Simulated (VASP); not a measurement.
Set up this calculation in VASP 6.6.1, as the native input.

| Item | Value |
| --- | --- |
| Task | single point |
| Functional | PBE |
| Potentials or basis | VASP PAW PBE potentials, release 64 (Al, Ni) |
| Cutoff | 520 eV |
| k mesh | 16 × 16 × 16 |
| Occupations | gaussian, width 0.15 eV |
| Spin | no spin polarisation |
| Dipole correction | no |
| Further INCAR settings | ALGO = Fast; EDIFF = 1e-06; NBANDS = 14 |

The structure of AlNi lies in POSCAR:

```
AlNi
1.0
    2.0426321522     -2.0425983492      0.0000000000
    2.0426321522      2.0425983492      0.0000000000
    0.0000000000      0.0000000000      2.9004437222
Al Ni
1 1
Direct
    0.0000000000      0.0000000000     -0.0206864900
    0.5000000000      0.5000000000      0.5095096438
```

This cell differs from its parent crystal: mode 4 frozen in at +0.000 Å and mode 6 at -0.060 Å (largest displacements).

The input as run:

INCAR

```
ALGO = Fast
EDIFF = 1E-6
ENCUT = 520
GGA = PE
ISIF = 2
ISMEAR = 0
LASPH = True
LCHARG = True
LELF = True
LREAL = False
LVHAR = True
LWAVE = False
NBANDS = 14
NELM = 80
PREC = Accurate
SIGMA = 0.15
```

KPOINTS

```
k-points
0
Gamma
  16 16 16
```

Potentials or basis: VASP PAW PBE potentials, release 64 (Al, Ni).

Run with:

```sh
$ cat potpaw_PBE.64/Al/POTCAR potpaw_PBE.64/Ni/POTCAR > POTCAR
$ mpirun -np 1 vasp_std > vasp.out
```

Results of the run:

```json
{
  "Pressure": "0.5 GPa",
  "Largest force": "0.500 eV/Å"
}
```

Caveat: the cell differs from its parent crystal (mode 4 frozen in at +0.000 Å and mode 6 at -0.060 Å (largest displacements)).

Run time: 2.1 min on 1 thread of Intel(R) Xeon(R) Platinum 8488C (Sapphire Rapids) (shared host), peak memory 0.33 GiB.
